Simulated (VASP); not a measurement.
Here is a VASP 6.6.1 calculation.

INCAR

```
  PREC = Accurate
  ENCUT = 520
  EDIFF = 1E-6
  ISMEAR = 1
  SIGMA = 0.1
  LREAL = F
  LASPH = T
  NELM = 100
  ALGO = Normal
  ISIF = 2
  LWAVE = F
  LCHARG = F
  GGA = PS
  NBANDS = 17
```

The input KPOINTS:

```
Automatic mesh
0
Gamma
  8 8 5
```

File POSCAR:

```
Ca
1.0
    4.0323744272      0.0000000000      0.0000000000
   -2.0161872136      3.4921385831      0.0000000000
    0.0000000000      0.0000000000      6.6057993129
Ca
2
Direct
    0.3333333333      0.6666666667      0.2500000000
    0.6666666667      0.3333333333      0.7500000000
```

Potentials or basis: VASP PAW PBE potentials, release 64 (Ca_sv).

Run with:

```console
$ cat potpaw_PBE.64/Ca_sv/POTCAR > POTCAR
$ mpirun -np 1 vasp_std > vasp.out
```

(1) Predict the band gap on the k mesh.

(2) What does it give for the pressure?

Results:

(1) zero (bands 10 and 11 overlap by 0.53 eV).

(2) -1.9 GPa.

Caveat: the PAW data sets were made with another functional, which shifts forces and pressure a little.
